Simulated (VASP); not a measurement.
A run of VASP 6.6.1 is set up as follows.

File INCAR:

```
PREC = Accurate
ENCUT = 450
EDIFF = 1E-7
ISMEAR = -1
SIGMA = 0.01
LREAL = Auto
LASPH = T
NELM = 120
ALGO = Normal
ISIF = 2
LWAVE = F
LCHARG = F
GGA = PE
IBRION = 2
NSW = 90
EDIFFG = -0.02
NELECT = 290.0
GGA_COMPAT = F
NELMIN = 4
```

File KPOINTS:

```
Automatic mesh
0
Gamma
  1 1 1
  0.25 0.25 0.25
```

POSCAR

```
Zn16HS16
1.0
   -5.4436607500      5.4436607500     -5.4436607500
    5.4436607500      5.4436607500      5.4436607500
    5.4436607500     -5.4436607500     -5.4436607500
Zn S H
16 16 1
Direct
    0.0000000000      0.0000000000      0.0000000000
    0.0000000000      0.2500000000      0.7500000000
    0.0000000000      0.5000000000      0.5000000000
    0.0000000000      0.7500000000      0.2500000000
    0.2500000000      0.0000000000      0.7500000000
    0.2500000000      0.2500000000      0.5000000000
    0.2500000000      0.5000000000      0.2500000000
    0.2500000000      0.7500000000      0.0000000000
    0.5000000000      0.0000000000      0.5000000000
    0.5000000000      0.2500000000      0.2500000000
    0.5000000000      0.5000000000      0.0000000000
    0.5000000000      0.7500000000      0.7500000000
    0.7500000000      0.0000000000      0.2500000000
    0.7500000000      0.2500000000      0.0000000000
    0.7500000000      0.5000000000      0.7500000000
    0.7500000000      0.7500000000      0.5000000000
    0.0000000000      0.0000000000      0.7500000000
    0.0000000000      0.2500000000      0.5000000000
    0.0000000000      0.5000000000      0.2500000000
    0.0000000000      0.7500000000      0.0000000000
    0.2500000000      0.0000000000      0.5000000000
    0.2500000000      0.2500000000      0.2500000000
    0.2500000000      0.5000000000      0.0000000000
    0.2500000000      0.7500000000      0.7500000000
    0.5000000000      0.0000000000      0.2500000000
    0.5000000000      0.2500000000      0.0000000000
    0.5000000000      0.5000000000      0.7500000000
    0.5000000000      0.7500000000      0.5000000000
    0.7500000000      0.0000000000      0.0000000000
    0.7500000000      0.2500000000      0.7500000000
    0.7500000000      0.5000000000      0.5000000000
    0.7500000000      0.7500000000      0.2500000000
    0.0000000000      0.2500000000      0.0000000000
```

Potentials or basis: VASP PAW PBE potentials, release 64 (Zn, S, H).

Run with:

```console
$ cat potpaw_PBE.64/Zn/POTCAR potpaw_PBE.64/S/POTCAR potpaw_PBE.64/H/POTCAR > POTCAR
$ mpirun -np 1 vasp_std > vasp.out
```

(1) Estimate the energy gained by relaxing.

Answers

(1) 26.8 meV/atom.

Caveat: the k points lie up to 0.82 Å⁻¹ apart, too coarse for converged energies, forces and pressures; the cell carries a net charge on a neutralising background, which shifts energy and pressure.
